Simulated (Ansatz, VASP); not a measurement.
**One calculation of MgO, two programs**

```xyz
2
Lattice="0.0000 2.1242 2.1242 2.1242 0.0000 2.1242 2.1242 2.1242 0.0000" Properties=species:S:1:pos:R:3 pbc="T T T"
Mg    0.0000    0.0000    0.0000
O     2.1242    2.1242    2.1242
```

Alike in both runs: task single point; functional LDA; k mesh 8 × 8 × 8; no spin polarisation.

```csv
,VASP,Ansatz
version,VASP 6.6.1,Ansatz 0.2.0
potentials or method,"VASP PAW LDA potentials, release 64 (Mg_sv, O), cutoff 840 eV","PAW, plane waves, scalar-relativistic"
occupations,"gaussian, width 0.01 eV",fixed
valence electrons in the cell,16,16
```

Ansatz gave:

```
pressure (GPa) : -9.6
```

Q: Which values does VASP return?

A: Pressure (GPa): -9.2.

LDA's correlation is that of Perdew and Zunger in VASP and of Perdew and Wang (1992) in Ansatz.
